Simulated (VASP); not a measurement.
Input of a VASP 6.6.1 run:

The input INCAR:

```
PREC     = Accurate       # precision mode
ENCUT    = 500            # plane-wave cutoff, eV
EDIFF    = 1E-7           # SCF threshold, eV
ISMEAR   = 0              # smearing method
SIGMA    = 0.1            # smearing width, eV
LREAL    = F              # projectors in reciprocal space
LASPH    = T              # aspherical terms in the spheres
NELM     = 120            # most SCF steps
ALGO     = Normal         # electronic algorithm
ISIF     = 3              # what is computed and relaxed
LWAVE    = F              # write WAVECAR
LCHARG   = F              # write CHGCAR
GGA      = PE             # functional
IBRION   = 2              # ionic algorithm
NSW      = 100            # ionic steps
EDIFFG   = -0.01          # ionic threshold
GGA_COMPAT= F            
NELMIN   = 4
```

Contents of KPOINTS:

```
regular mesh
0
Gamma
  18 18 6
```

POSCAR

```
Sb
1.0
    3.5162377905      0.0000000000      0.0000000000
   -1.7581188953      3.0451512523      0.0000000000
    0.0000000000      0.0000000000      7.7738108753
Sb
3
Direct
    0.6666666667      0.3333333333      0.6631353853
    0.3333333333      0.6666666667      0.3368646147
    0.0000000000      0.0000000000      0.0000000000
```

Potentials or basis: VASP PAW PBE potentials, release 64 (Sb).

Launch:

```console
$ cat potpaw_PBE.64/Sb/POTCAR > POTCAR
$ mpirun -np 1 vasp_std > vasp.out
```

Q: What does it give for the relaxed volume?

A: 30.03 Å³/atom.

Q: Predict the relaxed cell.

A: a = 4.393 Å, b = 4.393 Å, c = 5.392 Å, α = 90.00°, β = 90.00°, γ = 120.00°.

Q: What does it give for the space group after relaxing (to 0.1 Å)?

A: Pm-3m (No. 221).

Step by step:
| step | energy change (eV) | largest force (eV/Å) | pressure (GPa) | volume (Å³) |
| --- | --- | --- | --- | --- |
| 1 | 0.0000 | 0.0481 | -0.30 | 83.24 |
| 2 | -0.0021 | 0.0449 | 0.21 | 82.61 |
| 3 | -0.0023 | 0.0437 | 0.39 | 82.39 |
| 4 | -0.0042 | 0.0355 | 0.36 | 82.53 |
| 5 | -0.0123 | 0.0191 | 0.28 | 82.91 |
| 6 | -0.0469 | 0.0005 | 0.14 | 83.62 |
| 7 | -0.1423 | 0.0223 | 0.24 | 84.78 |
| 8 | -0.4010 | 0.3272 | 1.73 | 86.00 |
| 9 | -0.4475 | 1.3585 | 6.08 | 83.37 |
| 10 | -0.4829 | 1.3449 | 5.75 | 83.79 |
| 11 | -0.5966 | 0.8790 | 3.54 | 85.68 |
| 12 | -0.5340 | 1.2621 | 5.29 | 84.24 |
| 13 | -0.5887 | 1.1313 | 4.51 | 84.98 |
| 14 | -0.5631 | 1.2067 | 4.93 | 84.60 |
| 15 | -0.5633 | 1.2072 | 4.91 | 84.62 |
| 16 | -0.5638 | 1.2084 | 4.86 | 84.69 |
| 17 | -0.5647 | 1.2103 | 4.75 | 84.82 |
| 18 | -0.5658 | 1.2127 | 4.54 | 85.08 |
| 19 | -0.5658 | 1.2106 | 4.11 | 85.58 |
| 20 | -0.5677 | 1.2063 | 4.09 | 85.61 |
| 21 | -0.5733 | 1.1942 | 4.01 | 85.68 |
| 22 | -0.5843 | 1.1696 | 3.87 | 85.83 |
| 23 | -0.6053 | 1.1187 | 3.58 | 86.12 |
| 24 | -0.6435 | 1.0111 | 3.02 | 86.70 |
| 25 | -0.7014 | 0.7890 | 1.94 | 87.80 |
| 26 | -0.7316 | 0.3306 | 0.13 | 89.84 |
| 27 | -0.7348 | 0.4365 | 0.54 | 89.35 |
| 28 | -0.7412 | 0.4272 | 0.47 | 89.46 |
| 29 | -0.7576 | 0.3980 | 0.27 | 89.78 |
| 30 | -0.7767 | 0.3312 | -0.08 | 90.35 |
| 31 | -0.7790 | 0.2950 | -0.23 | 90.59 |
| 32 | -0.7838 | 0.2369 | -0.06 | 90.27 |
| 33 | -0.7898 | 0.0697 | 0.43 | 89.42 |
| 34 | -0.7913 | 0.0138 | -0.06 | 90.20 |
| 35 | -0.7913 | 0.0139 | -0.06 | 90.20 |
| 36 | -0.7914 | 0.0039 | -0.03 | 90.15 |
| 37 | -0.7915 | 0.0062 | 0.00 | 90.10 |

Caveat: a cell axis changed by over 15 % at a fixed basis, so the end point is rough; an odd number of electrons without spin polarisation forces a metal; a magnetic or distorted state may lie lower.
